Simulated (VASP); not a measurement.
# Pd (Fm-3m) in VASP: single point with r2SCAN

Aim: the single point of Pd with r2SCAN.

All numbers are computed with VASP 6.6.1; they aren't measurements. Logs are shortened: lines on timing, memory, paths and dates and some standing lists are left out, and cuts for length are marked.

### 1 The cell of the first run

Symmetry: Fm-3m, No. 225, cubic system. The conventional cell has a = 3.912 Å, b = 3.912 Å, c = 3.912 Å, α = 90.00°, β = 90.00°, γ = 90.00°. Within 3.6 Å of Pd (site symmetry m-3m) lie 12 Pd at 2.77 Å.

### 2 Single point, r2SCAN, collinear spin

Input file POSCAR:

```
Pd
1.0
    0.0000000000      1.9559006185      1.9559006185
    1.9559006185      0.0000000000      1.9559006185
    1.9559006185      1.9559006185      0.0000000000
Pd
1
Direct
    0.0000000000      0.0000000000      0.0000000000
```

Input file INCAR.step1:

```
SYSTEM = Pd
  PREC = Accurate
  ENCUT = 520
  ISMEAR = 0
  SIGMA = 0.1
  LREAL = .FALSE.
  LASPH = .TRUE.
  NELM = 150
  ISPIN = 2
  MAGMOM = 0.36
  LMAXMIX = 4
  NBANDS = 15
  GGA = PE
  ALGO = Normal
  EDIFF = 1E-4
  LWAVE = .TRUE.
  LCHARG = .FALSE.
```

Input file INCAR.step2:

```
SYSTEM = Pd
  PREC = Accurate
  ENCUT = 520
  EDIFF = 1E-6
  ISMEAR = 0
  SIGMA = 0.1
  LREAL = .FALSE.
  LASPH = .TRUE.
  NELM = 150
  ALGO = Normal
  ISIF = 2
  LWAVE = .FALSE.
  LCHARG = .FALSE.
  ISPIN = 2
  MAGMOM = 0.36
  LORBIT = 11
  LMAXMIX = 4
  METAGGA = R2SCAN
  LMIXTAU = .TRUE.
  NBANDS = 15
  ISTART = 1
```

Input file KPOINTS:

```
Automatic mesh
0
G
  18 18 18
  0 0 0
```

Potentials or basis: VASP PAW PBE potentials, release 64 (Pd).

The run is started by

```bash
$ cat potpaw_PBE.64/Pd/POTCAR > POTCAR
$ cp INCAR.step1 INCAR
$ mpirun -np 1 vasp_std > vasp.out
$ cp INCAR.step2 INCAR
$ mpirun -np 1 vasp_std > vasp.out
```

OUTCAR:

```text
SYSTEM = Pd
   PREC = Accurate
   ENCUT = 520
   EDIFF = 1E-6
   ISMEAR = 0
   LREAL = .FALSE.
   LASPH = .TRUE.
   NELM = 150
   ISIF = 2
   ISPIN = 2
   LORBIT = 11
   METAGGA = R2SCAN
   ISTART = 1

 ion  position               nearest neighbor table
   1  0.000  0.000  0.000-

  LATTYP: Found a face centered cubic cell.
 ALAT       =     3.9118012370

  Lattice vectors:

 A1 = (   0.0000000000,   1.9559006185,   1.9559006185)
 A2 = (   1.9559006185,   0.0000000000,   1.9559006185)
 A3 = (   1.9559006185,   1.9559006185,   0.0000000000)

Analysis of symmetry for initial positions (statically):
=====================================================================
 Subroutine PRICEL returns:
 Original cell was already a primitive cell.

 Routine SETGRP: Setting up the symmetry group for a
 face centered cubic supercell.

 Subroutine GETGRP returns: Found 48 space group operations
 (whereof 48 operations were pure point group operations)
 out of a pool of 48 trial point group operations.

The static configuration has the point symmetry O_h .

Analysis of symmetry for dynamics (positions and initial velocities):
=====================================================================
 Subroutine PRICEL returns:
 Original cell was already a primitive cell.

 Routine SETGRP: Setting up the symmetry group for a
 face centered cubic supercell.

 Subroutine GETGRP returns: Found 48 space group operations
 (whereof 48 operations were pure point group operations)
 out of a pool of 48 trial point group operations.

The dynamic configuration has the point symmetry O_h .

Analysis of structural, dynamic, and magnetic symmetry:
=====================================================================
 Subroutine PRICEL returns:
 Original cell was already a primitive cell.

 Routine SETGRP: Setting up the symmetry group for a
 face centered cubic supercell.

 Subroutine GETGRP returns: Found 48 space group operations
 (whereof 48 operations were pure point group operations)
 out of a pool of 48 trial point group operations.

The overall configuration has the point symmetry O_h .

 Subroutine INISYM returns: Found 48 space group operations
 (whereof 48 operations are pure point group operations),
 and found     1 'primitive' translations

----------------------------------------------------------------------------------------

                                     Primitive cell

  volume of cell :      14.9648

  direct lattice vectors                    reciprocal lattice vectors
     0.000000000  1.955900619  1.955900619    -0.255636710  0.255636710  0.255636710
     1.955900619  0.000000000  1.955900619     0.255636710 -0.255636710  0.255636710
     1.955900619  1.955900619  0.000000000     0.255636710  0.255636710 -0.255636710

  length of vectors
     2.766061181  2.766061181  2.766061181     0.442775771  0.442775771  0.442775771

  position of ions in fractional coordinates (direct lattice)
     0.000000000  0.000000000  0.000000000

  ion indices of the primitive-cell ions
   primitive index   ion index
                 1           1

----------------------------------------------------------------------------------------

 KPOINTS: Automatic mesh

Automatic generation of k-mesh.
 Grid dimensions read from file:
 generate k-points for:   18   18   18

 Generating k-lattice:

  Cartesian coordinates                     Fractional coordinates (reciprocal lattice)
    -0.014202039  0.014202039  0.014202039     0.055555556  0.000000000  0.000000000
     0.014202039 -0.014202039  0.014202039     0.000000000  0.055555556  0.000000000
     0.014202039  0.014202039 -0.014202039     0.000000000  0.000000000  0.055555556

  Length of vectors
     0.024598654  0.024598654  0.024598654

  Shift w.r.t. Gamma in fractional coordinates (k-lattice)
     0.000000000  0.000000000  0.000000000

 Subroutine IBZKPT returns following result:
 ===========================================

 Found    195 irreducible k-points:

 Following reciprocal coordinates:
            Coordinates               Weight
  0.000000  0.000000  0.000000      1.000000
  0.055556  0.000000  0.000000      8.000000
  0.111111  0.000000  0.000000      8.000000
  0.166667  0.000000  0.000000      8.000000
  0.222222  0.000000  0.000000      8.000000
  0.277778  0.000000  0.000000      8.000000
[... 16 lines left out ...]
 -0.277778  0.055556  0.000000     24.000000
 -0.222222  0.055556  0.000000     24.000000
 [... further k-points ...]
   k-points           NKPTS =    195   k-points in BZ     NKDIM =    195   number of bands    NBANDS=     15
   number of dos      NEDOS =    301   number of ions     NIONS =      1
   total plane-waves  NPLWV =  13824
   dimension x,y,z NGX =    24 NGY =   24 NGZ =   24
   dimension x,y,z NGXF=    48 NGYF=   48 NGZF=   48
   ions per type =               1
   NGX,Y,Z   is equivalent  to a cutoff of  14.42, 14.42, 14.42 a.u.
   NGXF,Y,Z  is equivalent  to a cutoff of  28.85, 28.85, 28.85 a.u.
 SYSTEM =  Pd
   PREC   = accura    normal or accurate (medium, high low for compatibility)
   ISTART =      1    job   : 0-new  1-cont  2-samecut
   ICHARG =      0    charge: 1-file 2-atom 10-const
   ISPIN  =      2    spin polarized calculation?
   LNONCOLLINEAR =      F non collinear calculations
   LSORBIT =      F    spin-orbit coupling
   LASPH  =      T    aspherical Exc in radial PAW
   ENCUT  =  520.0 eV  38.22 Ry    6.18 a.u.   5.14  5.14  5.14*2*pi/ulx,y,z
   NELM   =    150;   NELMIN=  2; NELMDL=  0     # of ELM steps
   EDIFF  = 0.1E-05   stopping-criterion for ELM
   LREAL  =      F    real-space projection
   EDIFFG = 0.1E-04   stopping-criterion for IOM
   NSW    =      0    number of steps for IOM
   IBRION =     -1    ionic relax: 0-MD 1-quasi-New 2-CG
   NFREE  =      0    steps in history (QN), initial steepest desc. (CG)
   ISIF   =      2    stress and relaxation
   ISYM   =      2    0-nonsym 1-usesym 2-fastsym
   POTIM  = 0.5000    time-step for ionic-motion
   TEBEG  =    0.0;   TEEND  =   0.0 temperature during run
   PSTRESS=    0.0 pullay stress
   NELECT =      10.0000    total number of electrons
   NUPDOWN=      -1.0000    fix difference up-down
   EMIN   =  10.00;   EMAX   =-10.00  energy-range for DOS
   EFERMI =   0.00;   METHOD = LEGACY
   ISMEAR =     0;   SIGMA  =   0.10  broadening in eV -4-tet -1-fermi 0-gaus
   EFERMI_NEDOS =   21; number of points for ismear=-14 and -15
   IALGO  =     38    algorithm
   IMIX   =      4    mixing-type and parameters
     AMIX     =   0.40;   BMIX     =  1.00
     AMIX_MAG =   1.60;   BMIX_MAG =  1.00
  volume/ion in A,a.u.               =      14.96       100.99
  Fermi-wavevector in a.u.,A,eV,Ry     =   1.431258  2.704686 27.871543  2.048501
  Thomas-Fermi vector in A             =   2.551014
   LORBIT       =     11    0 simple, 1 ext, 2 COOP (PROOUT), +10 PAW based schemes
   METAGGA = R2SCAN    functional components
   LHFCALC =     F    Hartree Fock is set to
   AEXX    =    0.0000 exact exchange contribution
   IVDW    =     0    specifies the selected vdW correction
   LEPSILON=     F    determine dielectric tensor
   LRPA    =     F    only Hartree local field effects (RPA)
 spin polarized calculation
 Gauss-broadening in eV      SIGMA  =   0.10
  energy-cutoff  :      520.00
  volume of cell :       14.96
 maximum number of plane-waves:       419
 NGX is ok and might be reduce to    24
   NGX = 11   NGY = 11   NGZ = 11

 number of electron       9.9999998 magnetization       0.3995806

 Free energy of the ion-electron system (eV)
  ---------------------------------------------------
  ext. energy  EPLUGINS =         0.00000000
  ---------------------------------------------------
  free energy    TOTEN  =       -22.96430546 eV

  energy without entropy =      -22.95740044  energy(sigma->0) =      -22.96085295

 E-fermi :   9.4476     XC(G=0): -14.0255

 val. band max:        9.4475173244   @ k =  -0.4444   0.5000   0.0556
 cond. band min:       9.4538802581   @ k =  -0.3889   0.3333   0.1667
 fundamental gap:      0.0063629337
 Fermi energy:         9.4476426156

 spin component 1

 k-point     1 :       0.0000    0.0000    0.0000
  band No.  band energies     occupation
      1       2.3117      1.00000
      2       6.2781      1.00000
      3       6.2781      1.00000
      4       6.2781      1.00000
      5       7.9368      1.00000
      6       7.9368      1.00000
      7      27.3919      0.00000
      8      31.3289      0.00000
      9      32.2880      0.00000
     10      32.2880      0.00000
     11      32.2880      0.00000
     12      37.7915      0.00000
     13      40.8233      0.00000
     14      40.8233      0.00000
     15      40.8233      0.00000

 k-point     2 :       0.0556    0.0000    0.0000
  band No.  band energies     occupation
      1       2.4266      1.00000
      2       6.2397      1.00000
      3       6.3175      1.00000
      4       6.3175      1.00000
      5       7.9184      1.00000
      6       7.9184      1.00000
      7      27.5058      0.00000
      8      31.2749      0.00000
      9      31.5627      0.00000
     10      32.4125      0.00000
     11      32.4125      0.00000
     12      38.3425      0.00000
     13      40.3465      0.00000
     14      40.5122      0.00000
     15      40.5122      0.00000
[... 365 lines left out ...]
      3       6.5862      1.00000
      4       6.8631      1.00000
      5       8.0859      1.00000
      6       8.7204      1.00000
      7      22.7076      0.00000
      8      28.0317      0.00000
      9      31.3199      0.00000
     10      31.9114      0.00000
     11      34.8568      0.00000
     12      35.5215      0.00000
     13      36.2637      0.00000
     14      38.7272      0.00000
     15      42.6655      0.00000

 k-point    24 :      -0.2222    0.0556    0.0000
  band No.  band energies     occupation
      1       3.9767      1.00000
      2       6.1547      1.00000
      3       6.6427      1.00000
      4       6.6534      1.00000
      5       7.8099      1.00000
      6       8.3395      1.00000
      7      24.8567      0.00000
      8      28.4321      0.00000
      9      31.3365      0.00000
     10      32.3737      0.00000
     11      34.9437      0.00000
     12      35.2427      0.00000
     13      36.7157      0.00000
     14      38.6012      0.00000
     15      42.3738      0.00000

 [... further k-points ...]

 spin component 2

 k-point     1 :       0.0000    0.0000    0.0000
  band No.  band energies     occupation
      1       2.2713      1.00000
      2       6.7607      1.00000
      3       6.7607      1.00000
      4       6.7607      1.00000
      5       8.2420      1.00000
      6       8.2420      1.00000
      7      27.3612      0.00000
      8      32.2759      0.00000
      9      32.2759      0.00000
     10      32.2759      0.00000
     11      32.4318      0.00000
     12      37.7592      0.00000
     13      40.9309      0.00000
     14      40.9309      0.00000
     15      40.9309      0.00000

 k-point     2 :       0.0556    0.0000    0.0000
  band No.  band energies     occupation
      1       2.3866      1.00000
      2       6.7187      1.00000
      3       6.8009      1.00000
      4       6.8009      1.00000
      5       8.2230      1.00000
      6       8.2230      1.00000
      7      27.4799      0.00000
      8      31.4801      0.00000
      9      32.4034      0.00000
     10      32.4034      0.00000
     11      32.4501      0.00000
     12      38.3315      0.00000
     13      40.4751      0.00000
     14      40.6380      0.00000
     15      40.6380      0.00000
[... 365 lines left out ...]
      3       6.9726      1.00000
      4       7.0808      1.00000
      5       8.4957      1.00000
      6       9.1113      1.00000
      7      22.8309      0.00000
      8      28.0237      0.00000
      9      31.9499      0.00000
     10      32.4701      0.00000
     11      34.9809      0.00000
     12      35.5650      0.00000
     13      36.3004      0.00000
     14      38.8138      0.00000
     15      43.0868      0.00000

 k-point    24 :      -0.2222    0.0556    0.0000
  band No.  band energies     occupation
      1       4.0354      1.00000
      2       6.5165      1.00000
      3       7.0384      1.00000
      4       7.0802      1.00000
      5       8.1738      1.00000
      6       8.7134      1.00000
      7      24.9440      0.00000
      8      28.4294      0.00000
      9      32.3608      0.00000
     10      32.5114      0.00000
     11      35.0105      0.00000
     12      35.2762      0.00000
     13      36.8443      0.00000
     14      38.6996      0.00000
     15      42.7304      0.00000

 [... further k-points ...]
[... 5 lines left out ...]
  --------------------------------------------------------------------------------------
  -------------------------------------------------------------------------------------
  Total        0.0623473      0.0623473      0.0623473     -0.0000000      0.0000000      0.0000000
  in kB        6.6751045      6.6751045      6.6751045     -0.0000000      0.0000000      0.0000000
  external PRESSURE =       6.6751045 kB  Pullay stress =       0.0000000 kB

 VOLUME and BASIS-vectors are now :
 -----------------------------------------------------------------------------
  energy-cutoff  :      520.00
  volume of cell :       14.96
      direct lattice vectors                 reciprocal lattice vectors
     0.000000000  1.955900619  1.955900619    -0.255636710  0.255636710  0.255636710
     1.955900619  0.000000000  1.955900619     0.255636710 -0.255636710  0.255636710
     1.955900619  1.955900619  0.000000000     0.255636710  0.255636710 -0.255636710

 POSITION                                       TOTAL-FORCE (eV/Angst)
 -----------------------------------------------------------------------------------
      0.00000      0.00000      0.00000         0.000000      0.000000      0.000000
 -----------------------------------------------------------------------------------
    total drift:                               -0.000000      0.000000      0.000000

  FREE ENERGIE OF THE ION-ELECTRON SYSTEM (eV)
  ---------------------------------------------------
  free  energy   TOTEN  =       -22.9643054615 eV

  energy  without entropy=      -22.9574004393  energy(sigma->0) =      -22.96085295

 total charge

# of ion       s       p       d       tot
------------------------------------------
    1        0.508   0.449   8.493   9.450

 magnetization (x)

# of ion       s       p       d       tot
------------------------------------------
    1       -0.004  -0.017   0.429   0.408
```

It took 3.9 min on 1 thread of Intel Xeon Platinum 8375C at 2.90GHz (Ice Lake), shared host; peak memory 0.2 GiB.

Results:

| Item | Value |
| --- | --- |
| Free energy | -22.9643 eV |
| Pressure | 0.7 GPa |
| Net moment | 0.40 μB per cell |
| Site moments | Pd +0.41 μB |
| Valence electrons inside the program's atomic spheres | Pd 9.45 |

Caveat: the PAW data sets were made with another functional, which shifts forces and pressure a little.
